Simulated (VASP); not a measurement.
Wanted: the native input for a VASP 6.6.1 run.

```yaml
Task: relaxation of shape and atoms at fixed volume
Functional: r2SCAN
Potentials_or_basis: VASP PAW PBE potentials, release 64 (Sn_d, O)
Cutoff: 600 eV
k_mesh: 10 × 10 × 8
Occupations: gaussian, width 0.01 eV
Spin: no spin polarisation
Dipole_correction: no
Further_INCAR_settings: ALGO = Normal; EDIFF = 1e-06; IBRION = 2; EDIFFG = -0.01; NSW = 50; ISIF = 4
```

The system is SnO.

```
Sn O
1.0
     3.77023    0.00000    0.00000
     0.00000    3.77023    0.00000
     0.00000    0.00000    4.88106
Sn O
2 2
Direct
  0.50000 0.00000 0.23258
  0.00000 0.50000 0.76742
  0.00000 0.00000 0.00000
  0.50000 0.50000 0.00000
```

One way to write it, as run:

POSCAR

```
SnO
1.0
    3.7702297072      0.0000000000      0.0000000000
    0.0000000000      3.7702297072      0.0000000000
    0.0000000000      0.0000000000      4.8810613893
Sn O
2 2
Direct
    0.5000000000      0.0000000000      0.2325790632
    0.0000000000      0.5000000000      0.7674209368
    0.0000000000      0.0000000000      0.0000000000
    0.5000000000      0.5000000000      0.0000000000
```

INCAR.step1

```
  PREC = Accurate
  ENCUT = 600
  ISMEAR = 0
  SIGMA = 0.01
  LREAL = F
  LASPH = T
  NELM = 80
  GGA = PE
  ALGO = Normal
  EDIFF = 1E-4
  LWAVE = T
  LCHARG = F
  KPAR = 4
```

INCAR.step2

```
  PREC = Accurate
  ENCUT = 600
  EDIFF = 1E-6
  ISMEAR = 0
  SIGMA = 0.01
  LREAL = F
  LASPH = T
  NELM = 80
  ALGO = Normal
  ISIF = 4
  LWAVE = F
  LCHARG = F
  METAGGA = R2SCAN
  LMIXTAU = T
  IBRION = 2
  NSW = 50
  EDIFFG = -0.01
  ISTART = 1
  KPAR = 4
```

KPOINTS

```
Automatic mesh
0
Gamma
  10 10 8
```

Potentials or basis: VASP PAW PBE potentials, release 64 (Sn_d, O).

Command:

```console
$ cat potpaw_PBE.64/Sn_d/POTCAR potpaw_PBE.64/O/POTCAR > POTCAR
$ cp INCAR.step1 INCAR
$ mpirun -np 4 vasp_std > vasp.out
$ cp INCAR.step2 INCAR
$ mpirun -np 4 vasp_std > vasp.out
```

It gave:

```yaml
Energy_gained_by_relaxing: 6.1 meV/atom
Ionic_steps: 5
Pressure_after_relaxing: 0.8 GPa
Largest_force_after_relaxing: 0.005 eV/Å
Band_gap_on_the_k_mesh: 0.11 eV (least direct gap 2.25 eV)
```

Caveat: semilocal functionals underestimate gaps, and a narrow one can read as zero; the PAW data sets were made with another functional, which shifts forces and pressure a little; spin-orbit coupling is left out, which moves the levels of the heavy elements.

Run time: 21 min on 4 MPI ranks on Oxide Virtual Turin-like Processor, with other jobs on the host, peak memory 0.31 GiB a rank.
